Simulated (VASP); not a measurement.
# BaTiO3 (Amm2) in VASP: notebook

The runs below take BaTiO3 through single point, with PBE.

All numbers are computed with VASP 6.6.1; they aren't measurements. Logs are shortened: lines on timing, memory, paths and dates and some standing lists are left out, and cuts for length are marked.

**1. The cell of the first run**

Symmetry: Amm2, No. 38, orthorhombic system. The conventional cell has a = 4.019 Å, b = 5.684 Å, c = 5.684 Å, α = 90.00°, β = 90.00°, γ = 90.00°. Ba (site symmetry mm2) has 12 O at 2.74 to 2.94 Å and 8 Ti at 3.40 to 3.56 Å within 3.6 Å. Within 2.7 Å of Ti (site symmetry mm2) lie 6 O at 2.01 Å. Within 3.0 Å of O (site symmetry mm2) lie 2 Ti at 2.01 Å and 4 Ba at 2.74 to 2.94 Å and 8 O at 2.84 Å. O (site symmetry m) has 2 Ti at 2.01 Å and 4 Ba at 2.79 to 2.89 Å and 8 O at 2.84 Å within 2.9 Å.

**2. Single point, PBE (atom 1 (Ba) moved -0.100 Å towards its neighbour atom 3 (O) at 2.842 Å)**

Input file INCAR:

```
SYSTEM = BaTiO3
PREC = Accurate
ENCUT = 520
EDIFF = 1E-6
ISMEAR = 0
SIGMA = 0.05
LREAL = .False.
LASPH = .True.
NELM = 100
ALGO = Normal
ISIF = 2
LWAVE = .False.
LCHARG = .True.
GGA = PE
LELF = .True.
LVHAR = .True.
NBANDS = 28
```

Input file KPOINTS:

```
Automatic mesh
0
Gamma
  8 8 8
  0 0 0
```

Input file POSCAR:

```
BaTiO3
1.0
    4.0192501416      0.0000000000      0.0000000000
    0.0000000000      4.0192501416      0.0000000000
    0.0000000000      0.0000000000      4.0192501416
Ba Ti O
1 1 3
Direct
    0.5000000000      0.5175930026      0.5175930026
    0.0000000000      0.0000000000      0.0000000000
    0.5000000000      0.0000000000      0.0000000000
    0.0000000000      0.5000000000      0.0000000000
    0.0000000000      0.0000000000      0.5000000000
```

Potentials or basis: VASP PAW PBE potentials, release 64 (Ba_sv, Ti_sv, O).

Launch:

```console
$ cat potpaw_PBE.64/Ba_sv/POTCAR potpaw_PBE.64/Ti_sv/POTCAR potpaw_PBE.64/O/POTCAR > POTCAR
$ mpirun -np 1 vasp_std > vasp.out
```

OUTCAR:

```text
SYSTEM = BaTiO3
   PREC = Accurate
   ENCUT = 520
   EDIFF = 1E-6
   ISMEAR = 0
   LREAL = .False.
   LASPH = .True.
   NELM = 100
   ISIF = 2
   GGA = PE

 ion  position               nearest neighbor table
   1  0.500  0.518  0.518-   3 2.74   4 2.79   5 2.79   4 2.79   5 2.79   3 2.84   3 2.84   4 2.89
                             5 2.89   4 2.89   5 2.89   3 2.94   2 3.40   2 3.40   2 3.48   2 3.48
   2  0.000  0.000  0.000-   3 2.01   4 2.01   5 2.01   5 2.01   4 2.01   3 2.01   1 3.40   1 3.40
                             1 3.48   1 3.48   1 3.48   1 3.48   1 3.56   1 3.56
   3  0.500  0.000  0.000-   2 2.01   2 2.01   1 2.74   1 2.84   1 2.84   1 2.94
   4  0.000  0.500  0.000-   2 2.01   2 2.01   1 2.79   1 2.79   1 2.89   1 2.89
   5  0.000  0.000  0.500-   2 2.01   2 2.01   1 2.79   1 2.79   1 2.89   1 2.89

  LATTYP: Found a simple cubic cell.
 ALAT       =     4.0192501416

  Lattice vectors:

 A1 = (   4.0192501416,   0.0000000000,   0.0000000000)
 A2 = (   0.0000000000,   4.0192501416,   0.0000000000)
 A3 = (   0.0000000000,   0.0000000000,   4.0192501416)

Analysis of symmetry for initial positions (statically):
=====================================================================
 Subroutine PRICEL returns:
 Original cell was already a primitive cell.

 Routine SETGRP: Setting up the symmetry group for a
 simple cubic supercell.

 Subroutine GETGRP returns: Found  4 space group operations
 (whereof  4 operations were pure point group operations)
 out of a pool of 48 trial point group operations.

The static configuration has the point symmetry C_2v.

Analysis of symmetry for dynamics (positions and initial velocities):
=====================================================================
 Subroutine PRICEL returns:
 Original cell was already a primitive cell.

 Routine SETGRP: Setting up the symmetry group for a
 simple cubic supercell.

 Subroutine GETGRP returns: Found  4 space group operations
 (whereof  4 operations were pure point group operations)
 out of a pool of 48 trial point group operations.

The dynamic configuration has the point symmetry C_2v.

 Subroutine INISYM returns: Found  4 space group operations
 (whereof  4 operations are pure point group operations),
 and found     1 'primitive' translations

----------------------------------------------------------------------------------------

                                     Primitive cell

  volume of cell :      64.9285

  direct lattice vectors                    reciprocal lattice vectors
     4.019250142  0.000000000  0.000000000     0.248802629  0.000000000  0.000000000
     0.000000000  4.019250142  0.000000000     0.000000000  0.248802629  0.000000000
     0.000000000  0.000000000  4.019250142     0.000000000  0.000000000  0.248802629

  length of vectors
     4.019250142  4.019250142  4.019250142     0.248802629  0.248802629  0.248802629

  position of ions in fractional coordinates (direct lattice)
     0.500000000  0.517593003  0.517593003
     0.000000000  0.000000000  0.000000000
     0.500000000  0.000000000  0.000000000
     0.000000000  0.500000000  0.000000000
     0.000000000  0.000000000  0.500000000

  ion indices of the primitive-cell ions
   primitive index   ion index
                 1           1
                 2           2
                 3           3
                 4           4
                 5           5

----------------------------------------------------------------------------------------

 KPOINTS: Automatic mesh

Automatic generation of k-mesh.
 Grid dimensions read from file:
 generate k-points for:    8    8    8

 Generating k-lattice:

  Cartesian coordinates                     Fractional coordinates (reciprocal lattice)
     0.031100329  0.000000000  0.000000000     0.125000000  0.000000000  0.000000000
     0.000000000  0.031100329  0.000000000     0.000000000  0.125000000  0.000000000
     0.000000000  0.000000000  0.031100329     0.000000000  0.000000000  0.125000000

  Length of vectors
     0.031100329  0.031100329  0.031100329

  Shift w.r.t. Gamma in fractional coordinates (k-lattice)
     0.000000000  0.000000000  0.000000000

 Subroutine IBZKPT returns following result:
 ===========================================

 Found    105 irreducible k-points:

 Following reciprocal coordinates:
            Coordinates               Weight
  0.000000  0.000000  0.000000      1.000000
  0.125000  0.000000  0.000000      2.000000
  0.000000  0.125000  0.000000      4.000000
  0.250000  0.000000  0.000000      2.000000
  0.000000  0.250000  0.000000      4.000000
  0.375000  0.000000  0.000000      2.000000
[... 16 lines left out ...]
  0.125000  0.000000  0.500000      4.000000
  0.250000  0.250000  0.000000      8.000000
 [... further k-points ...]
   k-points           NKPTS =    105   k-points in BZ     NKDIM =    105   number of bands    NBANDS=     28
   number of dos      NEDOS =    301   number of ions     NIONS =      5
   total plane-waves  NPLWV =  27000
   dimension x,y,z NGX =    30 NGY =   30 NGZ =   30
   dimension x,y,z NGXF=    60 NGYF=   60 NGZF=   60
   ions per type =               1   1   3
   NGX,Y,Z   is equivalent  to a cutoff of  12.41, 12.41, 12.41 a.u.
   NGXF,Y,Z  is equivalent  to a cutoff of  24.82, 24.82, 24.82 a.u.
 SYSTEM =  BaTiO3
   PREC   = accura    normal or accurate (medium, high low for compatibility)
   ISTART =      0    job   : 0-new  1-cont  2-samecut
   ICHARG =      2    charge: 1-file 2-atom 10-const
   ISPIN  =      1    spin polarized calculation?
   LNONCOLLINEAR =      F non collinear calculations
   LSORBIT =      F    spin-orbit coupling
   LASPH  =      T    aspherical Exc in radial PAW
   ENCUT  =  520.0 eV  38.22 Ry    6.18 a.u.   7.47  7.47  7.47*2*pi/ulx,y,z
   NELM   =    100;   NELMIN=  2; NELMDL= -5     # of ELM steps
   EDIFF  = 0.1E-05   stopping-criterion for ELM
   LREAL  =      F    real-space projection
   EDIFFG = 0.1E-04   stopping-criterion for IOM
   NSW    =      0    number of steps for IOM
   IBRION =     -1    ionic relax: 0-MD 1-quasi-New 2-CG
   NFREE  =      0    steps in history (QN), initial steepest desc. (CG)
   ISIF   =      2    stress and relaxation
   ISYM   =      2    0-nonsym 1-usesym 2-fastsym
   POTIM  = 0.5000    time-step for ionic-motion
   TEBEG  =    0.0;   TEEND  =   0.0 temperature during run
   PSTRESS=    0.0 pullay stress
   NELECT =      40.0000    total number of electrons
   NUPDOWN=      -1.0000    fix difference up-down
   EMIN   =  10.00;   EMAX   =-10.00  energy-range for DOS
   EFERMI =   0.00;   METHOD = LEGACY
   ISMEAR =     0;   SIGMA  =   0.05  broadening in eV -4-tet -1-fermi 0-gaus
   EFERMI_NEDOS =   21; number of points for ismear=-14 and -15
   IALGO  =     38    algorithm
   IMIX   =      4    mixing-type and parameters
     AMIX     =   0.40;   BMIX     =  1.00
     AMIX_MAG =   1.60;   BMIX_MAG =  1.00
  volume/ion in A,a.u.               =      12.99        87.63
  Fermi-wavevector in a.u.,A,eV,Ry     =   1.392996  2.632380 26.401250  1.940437
  Thomas-Fermi vector in A             =   2.516685
   LORBIT       =      0    0 simple, 1 ext, 2 COOP (PROOUT), +10 PAW based schemes
   GGA     = PE    functional components
   LHFCALC =     F    Hartree Fock is set to
   AEXX    =    0.0000 exact exchange contribution
   IVDW    =     0    specifies the selected vdW correction
   LEPSILON=     F    determine dielectric tensor
   LRPA    =     F    only Hartree local field effects (RPA)
 non-spin polarized calculation
 Gauss-broadening in eV      SIGMA  =   0.05
  energy-cutoff  :      520.00
  volume of cell :       64.93
 maximum number of plane-waves:      1775
 NGX is ok and might be reduce to    30
   NGX = 15   NGY = 15   NGZ = 15

 number of electron      39.9999976 magnetization

 Free energy of the ion-electron system (eV)
  ---------------------------------------------------
  ext. energy  EPLUGINS =         0.00000000
  ---------------------------------------------------
  free energy    TOTEN  =       -39.95015787 eV

  energy without entropy =      -39.95015787  energy(sigma->0) =      -39.95015787

 E-fermi :   3.9735     XC(G=0): -11.1914

 val. band max:        3.7300634229   @ k =   0.5000   0.5000   0.5000
 cond. band min:       5.4473942545   @ k =   0.0000   0.0000   0.0000
 fundamental gap:      1.7173308316
 Fermi energy:         3.9734689182

 k-point     1 :       0.0000    0.0000    0.0000
  band No.  band energies     occupation
      1     -52.9575      2.00000
      2     -29.1629      2.00000
      3     -29.1622      2.00000
      4     -29.1612      2.00000
      5     -21.0993      2.00000
      6     -13.1326      2.00000
[... 20 lines left out ...]
     27       8.8107      0.00000
     28      10.9759      0.00000

 k-point     2 :       0.1250    0.0000    0.0000
  band No.  band energies     occupation
      1     -52.9573      2.00000
      2     -29.1702      2.00000
      3     -29.1619      2.00000
      4     -29.1609      2.00000
      5     -21.0832      2.00000
      6     -13.1384      2.00000
[... 20 lines left out ...]
     27       9.1048      0.00000
     28      11.3474      0.00000

 k-point     3 :       0.0000    0.1250    0.0000
  band No.  band energies     occupation
      1     -52.9573      2.00000
      2     -29.1690      2.00000
      3     -29.1627      2.00000
      4     -29.1614      2.00000
      5     -21.0833      2.00000
      6     -13.1393      2.00000
[... 20 lines left out ...]
     27       9.1068      0.00000
     28      11.3478      0.00000

 k-point     4 :       0.2500    0.0000    0.0000
  band No.  band energies     occupation
      1     -52.9570      2.00000
      2     -29.1876      2.00000
      3     -29.1613      2.00000
      4     -29.1603      2.00000
      5     -21.0437      2.00000
      6     -13.1959      2.00000
[... 578 lines left out ...]
     27      11.5547      0.00000
     28      12.1385      0.00000

 k-point    23 :       0.1250    0.0000    0.5000
  band No.  band energies     occupation
      1     -52.9564      2.00000
      2     -29.2103      2.00000
      3     -29.1681      2.00000
      4     -29.1596      2.00000
      5     -20.9766      2.00000
      6     -13.2714      2.00000
[... 20 lines left out ...]
     27      11.5584      0.00000
     28      12.1428      0.00000

 k-point    24 :       0.2500    0.2500    0.0000
  band No.  band energies     occupation
      1     -52.9565      2.00000
      2     -29.1865      2.00000
      3     -29.1850      2.00000
      4     -29.1598      2.00000
      5     -20.9977      2.00000
      6     -13.0919      2.00000
[... 20 lines left out ...]
     27      10.9573      0.00000
     28      12.2284      0.00000

 [... further k-points ...]

------------------------ aborting loop because EDIFF is reached ----------------------------------------

  FORCE on cell =-STRESS in cart. coord.  units (eV):
  Direction    XX          YY          ZZ          XY          YZ          ZX
  --------------------------------------------------------------------------------------
  -------------------------------------------------------------------------------------
  Total        0.8304986      0.8067998      0.8067998     -0.0000000      0.1201424      0.0000000
  in kB       20.4934166     19.9086236     19.9086236     -0.0000000      2.9646384      0.0000000
  external PRESSURE =      20.1035546 kB  Pullay stress =       0.0000000 kB

 VOLUME and BASIS-vectors are now :
 -----------------------------------------------------------------------------
  energy-cutoff  :      520.00
  volume of cell :       64.93
      direct lattice vectors                 reciprocal lattice vectors
     4.019250142  0.000000000  0.000000000     0.248802629  0.000000000  0.000000000
     0.000000000  4.019250142  0.000000000     0.000000000  0.248802629  0.000000000
     0.000000000  0.000000000  4.019250142     0.000000000  0.000000000  0.248802629

 POSITION                                       TOTAL-FORCE (eV/Angst)
 -----------------------------------------------------------------------------------
      2.00963      2.08034      2.08034         0.000000     -0.451549     -0.451549
      0.00000      0.00000      0.00000         0.000000      0.236891      0.236891
      2.00963      0.00000      0.00000         0.000000      0.067138      0.067138
      0.00000      2.00963      0.00000         0.000000      0.085266      0.062253
      0.00000      0.00000      2.00963         0.000000      0.062253      0.085266
 -----------------------------------------------------------------------------------
    total drift:                                0.000000      0.000441      0.000441

  FREE ENERGIE OF THE ION-ELECTRON SYSTEM (eV)
  ---------------------------------------------------
  free  energy   TOTEN  =       -39.9501578652 eV

  energy  without entropy=      -39.9501578652  energy(sigma->0) =      -39.95015787
```

Wall time 2 min (1 thread of Intel Xeon Platinum 8488C (Sapphire Rapids), shared host); peak memory 0.31 GiB.

Results:

```
Free energy            : -39.9502 eV
Pressure               : 2.0 GPa
Largest force          : 0.639 eV/Å
Band gap on the k mesh : 1.72 eV (least direct gap 1.87 eV)
```

Forces on the atoms (eV/Å):
```
Ba   0.000 -0.452 -0.452
Ti   0.000  0.237  0.237
O    0.000  0.067  0.067
O    0.000  0.085  0.062
O    0.000  0.062  0.085
```

Caveat: the cell differs from its parent crystal (atom 1 (Ba) moved -0.100 Å towards its neighbour atom 3 (O) at 2.842 Å); spin-orbit coupling is left out, which moves the levels of the heavy elements. A k mesh can miss the band edges.

**3. Single point, PBE (atom 1 (Ba) moved +0.067 Å towards its neighbour atom 3 (O) at 2.842 Å)**

Input file INCAR:

```
PREC = Accurate ; ENCUT = 520
EDIFF = 1E-7 ; ISMEAR = 0
SIGMA = 0.05 ; LREAL = F
LASPH = T ; NELM = 100
ALGO = Normal ; ISIF = 2
LWAVE = F ; LCHARG = F
GGA = PE ; NBANDS = 28
```

Input file KPOINTS:

```
Automatic mesh
0
Gamma
  8 8 8
```

POSCAR: that of step 2 with these lines changed.

```diff
@@ -8,3 +8,3 @@
 Direct
-    0.5000000000      0.5175930026      0.5175930026
+    0.5000000000      0.4882654673      0.4882654673
     0.0000000000      0.0000000000      0.0000000000
```

Potentials or basis: VASP PAW PBE potentials, release 64 (Ba_sv, Ti_sv, O).

Launch:

```console
$ cat potpaw_PBE.64/Ba_sv/POTCAR potpaw_PBE.64/Ti_sv/POTCAR potpaw_PBE.64/O/POTCAR > POTCAR
$ mpirun -np 1 vasp_std > vasp.out
```

Run time: 2.2 min. Hardware: 1 thread of Intel Xeon Platinum 8488C (Sapphire Rapids), shared host; peak memory 0.31 GiB.

It converged, with:

```
Free energy            : -39.9678 eV
Pressure               : 1.8 GPa
Largest force          : 0.421 eV/Å
Band gap on the k mesh : 1.72 eV (least direct gap 1.87 eV)
```

Forces in eV/Å, atoms in the order of the input:
```
Ba   0.000  0.298  0.298
Ti   0.000 -0.158 -0.158
O    0.000 -0.042 -0.042
O    0.000 -0.057 -0.041
O    0.000 -0.041 -0.057
```

Stress tensor (GPa, compression positive):
```
1.86 0.00 0.00
0.00 1.83 0.13
0.00 0.13 1.83
```

Levels at points of the mesh, in eV from the valence-band top:
| k point | band 17 | band 18 | band 19 | band 20 | band 21 | band 22 | band 23 | band 24 |
| --- | --- | --- | --- | --- | --- | --- | --- | --- |
| (0.00, 0.00, 0.00) | -1.07 | -0.16 | -0.16 | -0.16 | 1.72 | 1.72 | 1.72 | 3.82 |
| (0.50, 0.00, 0.00) | -1.80 | -1.74 | -0.71 | -0.71 | 1.87 | 3.42 | 3.42 | 3.82 |
| (0.00, 0.50, 0.00) | -1.81 | -1.76 | -0.71 | -0.71 | 1.87 | 3.42 | 3.42 | 3.82 |
| (0.50, 0.50, 0.00) | -1.72 | -0.88 | -0.87 | -0.09 | 3.43 | 3.43 | 3.84 | 4.65 |
| (0.00, 0.50, 0.50) | -1.73 | -0.88 | -0.87 | -0.08 | 3.43 | 3.43 | 3.84 | 4.65 |
| (0.50, 0.50, 0.50) | -2.40 | -0.01 | 0.00 | 0.00 | 4.08 | 4.08 | 4.08 | 6.67 |

Caveat: the cell differs from its parent crystal (atom 1 (Ba) moved +0.067 Å towards its neighbour atom 3 (O) at 2.842 Å); spin-orbit coupling is left out, which moves the levels of the heavy elements. A k mesh can miss the band edges.
